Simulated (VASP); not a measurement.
Here is a VASP 6.6.1 calculation.

File POSCAR:

```
CdS
1.0
    4.1632552044      0.0000000000      0.0000000000
   -2.0816276022      3.6054847694      0.0000000000
    0.0000000000      0.0000000000      6.7653867423
Cd S
2 2
Direct
    0.6666666667      0.3333333333      0.5000982812
    0.3333333333      0.6666666667      0.0000982812
    0.6666666667      0.3333333333      0.8769017188
    0.3333333333      0.6666666667      0.3769017188
```

Contents of INCAR.step1:

```
SYSTEM = CdS
  PREC = Accurate
  ENCUT = 550
  ISMEAR = 0
  SIGMA = 0.02
  LREAL = .FALSE.
  LASPH = .TRUE.
  NELM = 120
  NBANDS = 26
  GGA = PE
  ALGO = Normal
  EDIFF = 1E-5
  LWAVE = .TRUE.
  LCHARG = .FALSE.
  GGA_COMPAT = .FALSE.
```

INCAR.step2

```
SYSTEM = CdS
  PREC = Accurate
  ENCUT = 550
  EDIFF = 1E-6
  ISMEAR = 0
  SIGMA = 0.02
  LREAL = .FALSE.
  LASPH = .TRUE.
  NELM = 120
  ALGO = Normal
  ISIF = 2
  LWAVE = .FALSE.
  LCHARG = .TRUE.
  METAGGA = R2SCAN
  LMIXTAU = .TRUE.
  LELF = .TRUE.
  LVHAR = .TRUE.
  NBANDS = 26
  ISTART = 1
  GGA_COMPAT = .FALSE.
```

Contents of KPOINTS:

```
Automatic mesh
0
G
  6 6 4
  0 0 0
```

Potentials or basis: VASP PAW PBE potentials, release 64 (Cd, S).

The run is started by

```sh
$ cat potpaw_PBE.64/Cd/POTCAR potpaw_PBE.64/S/POTCAR > POTCAR
$ cp INCAR.step1 INCAR
$ mpirun -np 1 vasp_std > vasp.out
$ cp INCAR.step2 INCAR
$ mpirun -np 1 vasp_std > vasp.out
```

(1) Predict the pressure.

(2) Estimate the band gap on the k mesh.

Results:

(1) 0.3 GPa.

(2) 1.63 eV.

Caveat: the PAW data sets were made with another functional, which shifts forces and pressure a little.
